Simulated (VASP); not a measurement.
**NaH: relaxation of shape and atoms at fixed volume with PBE**

NaH:

```
Na H
1.0
     3.84988    0.00000    0.00000
    -1.92494    3.33409    0.00000
     0.00000    0.00000    4.72688
Na H
2 2
Direct
  0.33333 0.66667 0.25000
  0.66667 0.33333 0.75000
  0.33333 0.66667 0.75000
  0.66667 0.33333 0.25000
```

This cell differs from its parent crystal: volume scaled by 0.91.

```json
{
  "Program": "VASP 6.6.1",
  "Task": "relaxation of shape and atoms at fixed volume",
  "Functional": "PBE",
  "Potentials or basis": "VASP PAW PBE potentials, release 64 (Na_pv, H)",
  "Cutoff": "600 eV",
  "k mesh": "6 × 6 × 6",
  "Occupations": "gaussian, width 0.02 eV",
  "Spin": "no spin polarisation",
  "Dipole correction": "no",
  "Further INCAR settings": "ALGO = Normal; EDIFF = 1e-06; IBRION = 2; EDIFFG = -0.01; NSW = 50; ISIF = 4"
}
```

```json
{
  "Pressure after relaxing": "2.1 GPa",
  "Band gap on the k mesh": "3.36 eV, indirect (least direct gap 4.30 eV)"
}
```

Final structure:
```
CELL_PARAMETERS angstrom
3.84988 0.00000 0.00000
-1.92494 3.33409 0.00000
0.00000 0.00000 4.72688
ATOMIC_POSITIONS crystal
Na 0.33333 0.66667 0.25000
Na 0.66667 0.33333 0.75000
H 0.33333 0.66667 0.75000
H 0.66667 0.33333 0.25000
```

Levels at points of the mesh, in eV from the valence-band top:
| k point | band 6 | band 7 | band 8 | band 9 | band 10 | band 11 |
| --- | --- | --- | --- | --- | --- | --- |
| (0.00, 0.00, 0.00) | -22.08 | -3.53 | -0.02 | 5.04 | 8.35 | 10.79 |
| (0.50, 0.00, 0.00) | -22.10 | -1.57 | -0.63 | 3.95 | 7.82 | 7.97 |
| (0.00, 0.00, 0.50) | -22.12 | -2.14 | -2.14 | 7.27 | 7.27 | 11.48 |
| (0.50, 0.00, 0.50) | -22.09 | -0.84 | -0.84 | 4.06 | 4.06 | 8.89 |

Run time: 17 s on 1 thread of Intel(R) Xeon(R) Platinum 8488C (Sapphire Rapids) (shared host), peak memory 0.18 GiB.

Caveat: the relaxation stopped at its first step, so nothing moved. A k mesh can miss the band edges.
